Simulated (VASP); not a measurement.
# Ir in VASP: notebook

Runs on Ir. Level: PBE. Tasks: relaxation of the atoms.

Program: VASP 6.6.1. These are calculated values, not measurements. Logs are shortened: lines on timing, memory, paths and dates and some standing lists are left out, and cuts for length are marked.

## Step 1: The cell of the first run

The cell holds a slab with vacuum, 5 atoms: a = 2.738 Å, b = 2.738 Å, c = 24.942 Å, α = 90.00°, β = 90.00°, γ = 120.00°.

## Step 2: Relaxation of the atoms, PBE

INCAR reads:

```
PREC     = Accurate       # precision mode
ENCUT    = 520            # plane-wave cutoff, eV
EDIFF    = 1E-6           # SCF threshold, eV
ISMEAR   = -1             # smearing method
SIGMA    = 0.1            # smearing width, eV
LREAL    = F              # projectors in reciprocal space
LASPH    = T              # aspherical terms in the spheres
NELM     = 80             # most SCF steps
ALGO     = Normal         # electronic algorithm
ISIF     = 2              # what is computed and relaxed
LWAVE    = F              # write WAVECAR
LCHARG   = F              # write CHGCAR
LDIPOL   = T            
IDIPOL   = 3            
DIPOL    = 0.5 0.5 0.500
GGA      = PE             # functional
IBRION   = 2              # ionic algorithm
NSW      = 32             # ionic steps
EDIFFG   = -0.01          # ionic threshold
```

KPOINTS reads:

```
Automatic mesh
0
Gamma
  15 15 1
```

POSCAR reads:

```
Ir
1.0
    2.7380282313      0.0000000000      0.0000000000
   -1.3690141156      2.3712020046      0.0000000000
    0.0000000000      0.0000000000     24.9424000000
Ir
5
Direct
    0.8333333333      0.1666666667      0.3228464568
    0.1666666667      0.8333333333      0.4105996875
    0.5000000000      0.5000000000      0.5000000009
    0.8333333333      0.1666666667      0.5894003130
    0.1666666667      0.8333333333      0.6771535418
```

Potentials or basis: VASP PAW PBE potentials, release 64 (Ir).

Started as:

```bash
$ cat potpaw_PBE.64/Ir/POTCAR > POTCAR
$ mpirun -np 1 vasp_std > vasp.out
```

OUTCAR:

```text
PREC = Accurate
   ENCUT = 520
   EDIFF = 1E-6
   ISMEAR = -1
   LREAL = F
   LASPH = T
   NELM = 80
   ISIF = 2
   GGA = PE
   IBRION = 2
   NSW = 32
   EDIFFG = -0.01

 ion  position               nearest neighbor table
   1  0.833  0.167  0.323-   2 2.70   2 2.70   2 2.70
   2  0.167  0.833  0.411-   1 2.70   1 2.70   1 2.70   3 2.73   3 2.73   3 2.73
   3  0.500  0.500  0.500-   4 2.73   4 2.73   4 2.73   2 2.73   2 2.73   2 2.73
   4  0.833  0.167  0.589-   5 2.70   5 2.70   5 2.70   3 2.73   3 2.73   3 2.73
   5  0.167  0.833  0.677-   4 2.70   4 2.70   4 2.70

  LATTYP: Found a hexagonal cell.
 ALAT       =     2.7380282313
 C/A-ratio  =     9.1096211919

  Lattice vectors:

 A1 = (   2.7380282313,   0.0000000000,   0.0000000000)
 A2 = (  -1.3690141156,   2.3712020046,   0.0000000000)
 A3 = (   0.0000000000,   0.0000000000,  24.9424000000)

Analysis of symmetry for initial positions (statically):
=====================================================================
 Subroutine PRICEL returns:
 Original cell was already a primitive cell.

 Routine SETGRP: Setting up the symmetry group for a
 hexagonal supercell.

 Subroutine GETGRP returns: Found 12 space group operations
 (whereof  4 operations were pure point group operations)
 out of a pool of 24 trial point group operations.

The static configuration has the point symmetry C_2h.
 The point group associated with its full space group is D_3d.

Analysis of symmetry for dynamics (positions and initial velocities):
=====================================================================
 Subroutine PRICEL returns:
 Original cell was already a primitive cell.

 Routine SETGRP: Setting up the symmetry group for a
 hexagonal supercell.

 Subroutine GETGRP returns: Found 12 space group operations
 (whereof  4 operations were pure point group operations)
 out of a pool of 24 trial point group operations.

The dynamic configuration has the point symmetry C_2h.
 The point group associated with its full space group is D_3d.

 Subroutine INISYM returns: Found 12 space group operations
 (whereof  4 operations are pure point group operations),
 and found     1 'primitive' translations

----------------------------------------------------------------------------------------

                                     Primitive cell

  volume of cell :     161.9365

  direct lattice vectors                    reciprocal lattice vectors
     2.738028231  0.000000000  0.000000000     0.365226329  0.210863519  0.000000000
    -1.369014116  2.371202005  0.000000000     0.000000000  0.421727039  0.000000000
     0.000000000  0.000000000 24.942400000     0.000000000  0.000000000  0.040092373

  length of vectors
     2.738028231  2.738028231 24.942400000     0.421727039  0.421727039  0.040092373

  position of ions in fractional coordinates (direct lattice)
     0.833333333  0.166666667  0.322846457
     0.166666667  0.833333333  0.410599688
     0.500000000  0.500000000  0.500000001
     0.833333333  0.166666667  0.589400313
     0.166666667  0.833333333  0.677153542

  ion indices of the primitive-cell ions
   primitive index   ion index
                 1           1
                 2           2
                 3           3
                 4           4
                 5           5

----------------------------------------------------------------------------------------

 KPOINTS: Automatic mesh

Automatic generation of k-mesh.
 Grid dimensions read from file:
 generate k-points for:   15   15    1

 Generating k-lattice:

  Cartesian coordinates                     Fractional coordinates (reciprocal lattice)
     0.024348422  0.014057568  0.000000000     0.066666667  0.000000000  0.000000000
     0.000000000  0.028115136  0.000000000     0.000000000  0.066666667  0.000000000
     0.000000000  0.000000000  0.040092373     0.000000000  0.000000000  1.000000000

  Length of vectors
     0.028115136  0.028115136  0.040092373

  Shift w.r.t. Gamma in fractional coordinates (k-lattice)
     0.000000000  0.000000000  0.000000000

 Subroutine IBZKPT returns following result:
 ===========================================

 Found     27 irreducible k-points:

 Following reciprocal coordinates:
            Coordinates               Weight
  0.000000  0.000000  0.000000      1.000000
  0.066667  0.000000  0.000000      6.000000
  0.133333  0.000000  0.000000      6.000000
  0.200000  0.000000  0.000000      6.000000
  0.266667  0.000000  0.000000      6.000000
  0.333333  0.000000  0.000000      6.000000
[... 16 lines left out ...]
  0.333333  0.200000  0.000000     12.000000
  0.400000  0.200000  0.000000      6.000000
 [... further k-points ...]
   k-points           NKPTS =     27   k-points in BZ     NKDIM =     27   number of bands    NBANDS=     27
   number of dos      NEDOS =    301   number of ions     NIONS =      5
   total plane-waves  NPLWV =  76800
   dimension x,y,z NGX =    20 NGY =   20 NGZ =  192
   dimension x,y,z NGXF=    40 NGYF=   40 NGZF=  384
   ions per type =               5
   NGX,Y,Z   is equivalent  to a cutoff of  12.14, 12.14, 12.80 a.u.
   NGXF,Y,Z  is equivalent  to a cutoff of  24.29, 24.29, 25.59 a.u.
 SYSTEM =  unknown system
   PREC   = accura    normal or accurate (medium, high low for compatibility)
   ISTART =      0    job   : 0-new  1-cont  2-samecut
   ICHARG =      2    charge: 1-file 2-atom 10-const
   ISPIN  =      1    spin polarized calculation?
   LNONCOLLINEAR =      F non collinear calculations
   LSORBIT =      F    spin-orbit coupling
   LASPH  =      T    aspherical Exc in radial PAW
   ENCUT  =  520.0 eV  38.22 Ry    6.18 a.u.   5.09  5.09 46.38*2*pi/ulx,y,z
   NELM   =     80;   NELMIN=  2; NELMDL= -5     # of ELM steps
   EDIFF  = 0.1E-05   stopping-criterion for ELM
   LREAL  =      F    real-space projection
   EDIFFG = -.1E-01   stopping-criterion for IOM
   NSW    =     32    number of steps for IOM
   IBRION =      2    ionic relax: 0-MD 1-quasi-New 2-CG
   NFREE  =      1    steps in history (QN), initial steepest desc. (CG)
   ISIF   =      2    stress and relaxation
   ISYM   =      2    0-nonsym 1-usesym 2-fastsym
   POTIM  = 0.5000    time-step for ionic-motion
   TEBEG  =    0.0;   TEEND  =   0.0 temperature during run
   PSTRESS=    0.0 pullay stress
   NELECT =      45.0000    total number of electrons
   NUPDOWN=      -1.0000    fix difference up-down
   EMIN   =  10.00;   EMAX   =-10.00  energy-range for DOS
   EFERMI =   0.00;   METHOD = LEGACY
   ISMEAR =    -1;   SIGMA  =   0.10  broadening in eV -4-tet -1-fermi 0-gaus
   EFERMI_NEDOS =   21; number of points for ismear=-14 and -15
   IALGO  =     38    algorithm
   IMIX   =      4    mixing-type and parameters
     AMIX     =   0.40;   BMIX     =  1.00
     AMIX_MAG =   1.60;   BMIX_MAG =  1.00
  volume/ion in A,a.u.               =      32.39       218.56
  Fermi-wavevector in a.u.,A,eV,Ry     =   1.068310  2.018814 15.528152  1.141287
  Thomas-Fermi vector in A             =   2.203954
   LORBIT       =      0    0 simple, 1 ext, 2 COOP (PROOUT), +10 PAW based schemes
   GGA     = PE    functional components
   LHFCALC =     F    Hartree Fock is set to
   AEXX    =    0.0000 exact exchange contribution
   IVDW    =     0    specifies the selected vdW correction
   LEPSILON=     F    determine dielectric tensor
   LRPA    =     F    only Hartree local field effects (RPA)
 conjugate gradient relaxation of ions
 non-spin polarized calculation
  energy-cutoff  :      520.00
  volume of cell :      161.94
 maximum number of plane-waves:      4393
   NGX = 11   NGY = 11   NGZ = 93

 dipolmoment           0.000000      0.000000      0.000000 electrons x Angstroem

--------------------------------------- Ionic step        1  -------------------------------------------

 number of electron      45.0000001 magnetization

 Free energy of the ion-electron system (eV)
  ---------------------------------------------------
  ext. energy  EPLUGINS =         0.00000000
  ---------------------------------------------------
  free energy    TOTEN  =       -42.49778410 eV

  energy without entropy =      -42.31847752  energy(sigma->0) =      -42.40813081

------------------------ aborting loop because EDIFF is reached ----------------------------------------

  FORCE on cell =-STRESS in cart. coord.  units (eV):
  Direction    XX          YY          ZZ          XY          YZ          ZX
  --------------------------------------------------------------------------------------
  -------------------------------------------------------------------------------------
  Total       -3.5793628     -3.5793628      0.1837120     -0.0000000     -0.0000000      0.0000000
  in kB      -35.4137234    -35.4137234      1.8176211     -0.0000000     -0.0000000      0.0000000
  external PRESSURE =     -23.0032752 kB  Pullay stress =       0.0000000 kB
[... 141 lines left out ...]
  energy  without entropy=      -42.3182249539  energy(sigma->0) =      -42.40804758

--------------------------------------- Ionic step        5  -------------------------------------------

 number of electron      45.0000001 magnetization

 dipolmoment           0.000000      0.000000     -0.000000 electrons x Angstroem

 Free energy of the ion-electron system (eV)
  ---------------------------------------------------
  ext. energy  EPLUGINS =         0.00000000
  ---------------------------------------------------
  free energy    TOTEN  =       -42.49787285 eV

  energy without entropy =      -42.31816350  energy(sigma->0) =      -42.40801818

 E-fermi :   1.3840     XC(G=0):  -6.9545

 val. band max:        1.3269718331   @ k =   0.2667   0.0667   0.0000
 cond. band min:       1.3857794667   @ k =   0.2667   0.0000   0.0000
 fundamental gap:      0.0588076336
 Fermi energy:         1.3839657391

 k-point     1 :       0.0000    0.0000    0.0000
  band No.  band energies     occupation
      1      -9.0950      2.00000
      2      -8.0864      2.00000
      3      -6.8458      2.00000
      4      -6.2427      2.00000
      5      -6.1780      2.00000
      6      -2.5957      2.00000
[... 709 lines left out ...]
     26       5.6566      0.00000
     27       5.9584      0.00000

 [... further k-points ...]

------------------------ aborting loop because EDIFF is reached ----------------------------------------

 vacuum level on the upper side and lower side of the slab       (xc-potential included)        -0.068        -0.068

  FORCE on cell =-STRESS in cart. coord.  units (eV):
  Direction    XX          YY          ZZ          XY          YZ          ZX
  --------------------------------------------------------------------------------------
  -------------------------------------------------------------------------------------
  Total       -3.6650813     -3.6650813     -0.1034529     -0.0000000      0.0000000      0.0000000
  in kB      -36.2618102    -36.2618102     -1.0235487     -0.0000000      0.0000000      0.0000000
  external PRESSURE =     -24.5157230 kB  Pullay stress =       0.0000000 kB

 VOLUME and BASIS-vectors are now :
 -----------------------------------------------------------------------------
  energy-cutoff  :      520.00
  volume of cell :      161.94
      direct lattice vectors                 reciprocal lattice vectors
     2.738028231  0.000000000  0.000000000     0.365226329  0.210863519  0.000000000
    -1.369014116  2.371202005  0.000000000     0.000000000  0.421727039  0.000000000
     0.000000000  0.000000000 24.942400000     0.000000000  0.000000000  0.040092373
[... 11 lines left out ...]
  FREE ENERGIE OF THE ION-ELECTRON SYSTEM (eV)
  ---------------------------------------------------
  free  energy   TOTEN  =       -42.4978728522 eV

  energy  without entropy=      -42.3181635008  energy(sigma->0) =      -42.40801818

 reached required accuracy - stopping structural energy minimisation

 vacuum level on the upper side and lower side of the slab         6.848         6.848
```

Run time: 5.1 min. Hardware: 1 thread of Intel Xeon 6975P-C (Granite Rapids), shared host; peak memory 0.32 GiB.

What came out:

```yaml
Free_energy: -42.4979 eV
Energy_gained_by_relaxing: 0.0 meV/atom
Ionic_steps: 5
Largest_force_after_relaxing: 0.006 eV/Å
```

Forces in eV/Å, atoms in the order of the input:
```
Ir   0.000  0.000  0.006
Ir   0.000  0.000  0.002
Ir   0.000  0.000  0.000
Ir   0.000  0.000 -0.002
Ir   0.000  0.000 -0.006
```

Final structure:
```
CELL_PARAMETERS angstrom
2.73803 0.00000 0.00000
-1.36901 2.37120 0.00000
0.00000 0.00000 24.94240
ATOMIC_POSITIONS crystal
Ir 0.83333 0.16667 0.32264
Ir 0.16667 0.83333 0.41050
Ir 0.50000 0.50000 0.50000
Ir 0.83333 0.16667 0.58950
Ir 0.16667 0.83333 0.67736
```

Levels at points of the mesh, in eV from the Fermi level:
```
           k point  band 18  band 19  band 20  band 21  band 22  band 23  band 24  band 25  band 26  band 27
(0.00, 0.00, 0.00)    -2.88    -2.54    -1.16    -1.16    -1.07    -1.07    -0.52    -0.52    -0.39     0.23
```

Caveat: the highest band is partly filled, so the run has too few bands; spin-orbit coupling is left out, which moves the levels of the heavy elements.

## Step 3: Relaxation of the atoms, PBE

INCAR reads:

```
PREC = Accurate
ENCUT = 520
EDIFF = 1E-6
ISMEAR = -1
SIGMA = 0.1
LREAL = False
LASPH = True
NELM = 60
ALGO = Normal
ISIF = 2
LWAVE = False
LCHARG = False
LDIPOL = True
IDIPOL = 3
DIPOL = 0.5 0.5 0.500
GGA = PE
IBRION = 2
NSW = 60
EDIFFG = -0.01
```

KPOINTS reads:

```
regular mesh
0
Gamma
  15 15 1
```

POSCAR reads:

```
Ir
1.0
    2.7380282313      0.0000000000      0.0000000000
   -1.3690141156      2.3712020046      0.0000000000
    0.0000000000      0.0000000000     24.9424000000
Ir
5
Direct
    0.8333333330      0.1666666670      0.3207397294
    0.1666666670      0.8333333330      0.4103698644
    0.5000000000      0.5000000000      0.5000000000
    0.8333333330      0.1666666670      0.5896301356
    0.1666666670      0.8333333330      0.6792602706
```

Potentials or basis: VASP PAW PBE potentials, release 64 (Ir).

Started as:

```bash
$ cat potpaw_PBE.64/Ir/POTCAR > POTCAR
$ mpirun -np 1 vasp_std > vasp.out
```

Run time: 15 min. Hardware: 1 thread of Oxide Virtual Turin-like, shared host; peak memory 0.28 GiB.

It converged, with:

| Property | Result |
| --- | --- |
| Free energy | -42.4979 eV |
| Energy gained by relaxing | 4.0 meV/atom |
| Ionic steps | 5 |
| Largest force after relaxing | 0.006 eV/Å |

Forces in eV/Å, atoms in the order of the input:
```
Ir   0.000  0.000 -0.004
Ir   0.000  0.000  0.006
Ir   0.000  0.000  0.000
Ir   0.000  0.000 -0.006
Ir   0.000  0.000  0.004
```

The path:
```
step  energy change (eV)  largest force (eV/Å)  pressure (GPa)
   1              0.0000                0.4288           -3.75
   2             -0.0149                0.1173           -3.19
   3             -0.0149                0.1294           -3.16
   4             -0.0172                0.1003           -2.98
   5             -0.0202                0.0057           -2.41
```

Final structure:
```
Ir
1.0
     2.73803    0.00000    0.00000
    -1.36901    2.37120    0.00000
     0.00000    0.00000   24.94240
Ir
5
Direct
  0.83333 0.16667 0.32269
  0.16667 0.83333 0.41051
  0.50000 0.50000 0.50000
  0.83333 0.16667 0.58949
  0.16667 0.83333 0.67731
```

Levels at points of the mesh, in eV from the Fermi level:
```
           k point  band 19  band 20  band 21  band 22  band 23  band 24  band 25  band 26
(0.00, 0.00, 0.00)    -2.54    -1.16    -1.16    -1.07    -1.07    -0.52    -0.52    -0.39
```

Caveat: the highest band is partly filled, so the run has too few bands; spin-orbit coupling is left out, which moves the levels of the heavy elements.
